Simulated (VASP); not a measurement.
# Al (Im-3m) in VASP: notebook, part 2 of 2

VASP 6.6.1. The steps go on from the part before.

## (3) Single point, PBEsol

This run uses another cell than the first one, of 15.47 Å³/atom, 1.043 times its volume.

INCAR

```
SYSTEM = Al
PREC = Accurate ; ENCUT = 520
EDIFF = 1E-7 ; ISMEAR = -1
SIGMA = 0.1 ; LREAL = .False.
LASPH = .True. ; NELM = 80
ALGO = Normal ; ISIF = 2
LWAVE = .False. ; LCHARG = .True.
GGA = PS ; LELF = .True.
LVHAR = .True. ; NBANDS = 8
```

KPOINTS

```
Automatic mesh
0
Gamma
  13 13 13
  0 0 0
```

POSCAR

```
Al
1.0
   -1.5697143908      1.5697143908      1.5697143908
    1.5697143908     -1.5697143908      1.5697143908
    1.5697143908      1.5697143908     -1.5697143908
Al
1
Direct
    0.0000000000      0.0000000000      0.0000000000
```

Potentials or basis: VASP PAW PBE potentials, release 64 (Al).

Launch:

```sh
> cat potpaw_PBE.64/Al/POTCAR > POTCAR
> mpirun -np 1 vasp_std > vasp.out
```

It took 5.6 s on 1 thread of Intel Xeon Platinum 8559C (Emerald Rapids), shared host; peak memory 0.12 GiB.

The run converged. Its results:

| Quantity | Value |
| --- | --- |
| Free energy | -3.9837 eV |
| Pressure | 5.8 GPa |

Levels at points of the mesh, in eV from the Fermi level:
```
           k point  band 1  band 2  band 3  band 4
(0.00, 0.00, 0.00)  -11.61   13.61   13.61   13.61
```

Caveat: the PAW data sets were made with another functional, which shifts forces and pressure a little.

## (4) Single point, PBEsol

This run uses another cell than the first one, of 16.12 Å³/atom, 1.087 times its volume.

INCAR

```
SYSTEM = Al
PREC = Accurate
ENCUT = 520
EDIFF = 1E-7
ISMEAR = -1
SIGMA = 0.1
LREAL = .False.
LASPH = .True.
NELM = 100
ALGO = Normal
ISIF = 2
LWAVE = .False.
LCHARG = .False.
GGA = PS
NBANDS = 8
```

KPOINTS

```
regular mesh
0
Gamma
  13 13 13
  0 0 0
```

POSCAR

```
Al
1.0
   -1.5912200000      1.5912200000      1.5912200000
    1.5912200000     -1.5912200000      1.5912200000
    1.5912200000      1.5912200000     -1.5912200000
Al
1
Direct
    0.0000000000      0.0000000000      0.0000000000
```

Launch:

```sh
> cat potpaw_PBE.64/Al/POTCAR > POTCAR
> mpirun -np 1 vasp_std > vasp.out
```

Run time: 5.3 s. Hardware: 1 thread of Intel Xeon Platinum 8559C (Emerald Rapids), shared host; peak memory 0.11 GiB.

It converged, with:

* Free energy: -3.9993 eV
* Pressure: 2.0 GPa

Levels at points of the mesh, in eV from the Fermi level:
| k point | band 1 | band 2 | band 3 | band 4 | band 5 |
| --- | --- | --- | --- | --- | --- |
| (0.00, 0.00, 0.00) | -11.31 | 13.37 | 13.37 | 13.37 | 15.01 |

Caveat: the PAW data sets were made with another functional, which shifts forces and pressure a little.

## (5) Single point, PBEsol

This run uses another cell than the first one, of 16.76 Å³/atom, 1.130 times its volume.

INCAR

```
SYSTEM = Al
PREC = Accurate
ENCUT = 520
EDIFF = 1E-6
ISMEAR = -1
SIGMA = 0.1
LREAL = .FALSE.
LASPH = .TRUE.
NELM = 100
ALGO = Normal
ISIF = 2
LWAVE = .FALSE.
LCHARG = .FALSE.
GGA = PS
NBANDS = 8
```

KPOINTS

```
regular mesh
0
G
  13 13 13
  0 0 0
```

POSCAR

```
Al
1.0
   -1.6121595065      1.6121595065      1.6121595065
    1.6121595065     -1.6121595065      1.6121595065
    1.6121595065      1.6121595065     -1.6121595065
Al
1
Direct
    0.0000000000      0.0000000000      0.0000000000
```

Potentials or basis: VASP PAW PBE potentials, release 64 (Al).

Launch:

```sh
> cat potpaw_PBE.64/Al/POTCAR > POTCAR
> mpirun -np 1 vasp_std > vasp.out
```

OUTCAR:

```text
SYSTEM = Al
   PREC = Accurate
   ENCUT = 520
   EDIFF = 1E-6
   ISMEAR = -1
   LREAL = .FALSE.
   LASPH = .TRUE.
   NELM = 100
   ISIF = 2
   GGA = PS

 ion  position               nearest neighbor table
   1  0.000  0.000  0.000-

  LATTYP: Found a body centered cubic cell.
 ALAT       =     3.2243190130

  Lattice vectors:

 A1 = (  -1.6121595065,   1.6121595065,   1.6121595065)
 A2 = (   1.6121595065,  -1.6121595065,   1.6121595065)
[... 443 lines left out ...]
      8      26.3646      0.00000

 [... further k-points ...]

------------------------ aborting loop because EDIFF is reached ----------------------------------------

  FORCE on cell =-STRESS in cart. coord.  units (eV):
  Direction    XX          YY          ZZ          XY          YZ          ZX
  --------------------------------------------------------------------------------------
  -------------------------------------------------------------------------------------
  Total       -0.1023544     -0.1023544     -0.1023544     -0.0000000     -0.0000000      0.0000000
  in kB       -9.7843785     -9.7843785     -9.7843785     -0.0000000     -0.0000000      0.0000000
  external PRESSURE =      -9.7843785 kB  Pullay stress =       0.0000000 kB

 VOLUME and BASIS-vectors are now :
 -----------------------------------------------------------------------------
  energy-cutoff  :      520.00
  volume of cell :       16.76
      direct lattice vectors                 reciprocal lattice vectors
    -1.612159507  1.612159507  1.612159507     0.000000000  0.310143009  0.310143009
     1.612159507 -1.612159507  1.612159507     0.310143009  0.000000000  0.310143009
     1.612159507  1.612159507 -1.612159507     0.310143009  0.310143009  0.000000000

 POSITION                                       TOTAL-FORCE (eV/Angst)
 -----------------------------------------------------------------------------------
      0.00000      0.00000      0.00000         0.000000     -0.000000      0.000000
 -----------------------------------------------------------------------------------
    total drift:                                0.000000      0.000000      0.000000

  FREE ENERGIE OF THE ION-ELECTRON SYSTEM (eV)
  ---------------------------------------------------
  free  energy   TOTEN  =        -4.0012007726 eV

  energy  without entropy=       -3.9876783155  energy(sigma->0) =       -3.99443954
```

OSZICAR:

```text
N       E                     dE             d eps       ncg     rms          rms(c)
DAV:   1    -0.252251391426E+01   -0.25225E+01   -0.88098E+02  1344   0.208E+02
DAV:   2    -0.402393783887E+01   -0.15014E+01   -0.14583E+01  1920   0.194E+01
DAV:   3    -0.403066068897E+01   -0.67229E-02   -0.67196E-02  1672   0.144E+00
DAV:   4    -0.403067838261E+01   -0.17694E-04   -0.17694E-04  1936   0.659E-02
DAV:   5    -0.403067846359E+01   -0.80980E-07   -0.81264E-07  1712   0.314E-03    0.132E+00
DAV:   6    -0.401287939470E+01    0.17799E-01   -0.28243E-03  1512   0.212E-01    0.744E-01
DAV:   7    -0.400121754104E+01    0.11662E-01   -0.75085E-03  1560   0.335E-01    0.158E-01
DAV:   8    -0.400120145085E+01    0.16090E-04   -0.29996E-05  1768   0.375E-02    0.631E-03
DAV:   9    -0.400120077257E+01    0.67828E-06   -0.42079E-07  1744   0.299E-03
   1 F= -.40012008E+01 E0= -.39944395E+01  d E =-.135225E-01
```

It took 4.9 s on 1 thread of Intel Xeon Platinum 8559C (Emerald Rapids), shared host; peak memory 0.13 GiB.

What came out:

```
Free energy : -4.0012 eV
Pressure    : -1.0 GPa
```

Levels at points of the mesh, in eV from the Fermi level:
| k point | band 1 | band 2 | band 3 | band 4 | band 5 | band 6 |
| --- | --- | --- | --- | --- | --- | --- |
| (0.00, 0.00, 0.00) | -11.03 | 13.13 | 13.13 | 13.13 | 14.44 | 14.44 |

Caveat: the PAW data sets were made with another functional, which shifts forces and pressure a little.

## (6) Single point, PBEsol

This run uses another cell than the first one, of 17.41 Å³/atom, 1.174 times its volume.

INCAR

```
ALGO = Normal ; EDIFF = 1E-6
ENCUT = 520 ; GGA = PS
ISIF = 2 ; ISMEAR = -1
LASPH = T ; LCHARG = F
LREAL = F ; LWAVE = F
NBANDS = 8 ; NELM = 60
PREC = Accurate ; SIGMA = 0.1
```

KPOINTS

```
k-points
0
Gamma
  13 13 13
```

POSCAR

```
Al
1.0
   -1.6325687555      1.6325687555      1.6325687555
    1.6325687555     -1.6325687555      1.6325687555
    1.6325687555      1.6325687555     -1.6325687555
Al
1
Direct
    0.0000000000      0.0000000000      0.0000000000
```

Potentials or basis: VASP PAW PBE potentials, release 64 (Al).

Launch:

```sh
> cat potpaw_PBE.64/Al/POTCAR > POTCAR
> mpirun -np 1 vasp_std > vasp.out
```

Wall time 4.9 s (1 thread of Intel Xeon Platinum 8559C (Emerald Rapids), shared host); peak memory 0.13 GiB.

Results (log left out):

* Free energy: -3.9922 eV
* Pressure: -3.4 GPa

Levels at points of the mesh, in eV from the Fermi level:
```tsv
k point	band 1	band 2	band 3	band 4	band 5
(0.00, 0.00, 0.00)	-10.77	12.92	12.92	12.92	13.91
```

Caveat: the PAW data sets were made with another functional, which shifts forces and pressure a little.

## (7) The runs side by side

| cell | gap on the mesh (eV) | pressure (GPa) |
| --- | --- | --- |
| a = 2.681 Å, angles 109.5°, 1 atom | none | 10.4 |
| a = 2.719 Å, angles 109.5°, 1 atom | none | 5.8 |
| a = 2.756 Å, angles 109.5°, 1 atom | none | 2.0 |
| a = 2.792 Å, angles 109.5°, 1 atom | none | -1.0 |
| a = 2.828 Å, angles 109.5°, 1 atom | none | -3.4 |

Alike in all rows: task single point; level PBEsol; potentials or basis VASP PAW PBE potentials, release 64 (Al); no spin polarisation; k mesh 13 × 13 × 13; cutoff (eV) 520; smearing fermi-dirac 0.1 eV.

Caveats: the PAW data sets were made with another functional, which shifts forces and pressure a little.

Absolute energies hang on the potentials; compare differences alone.
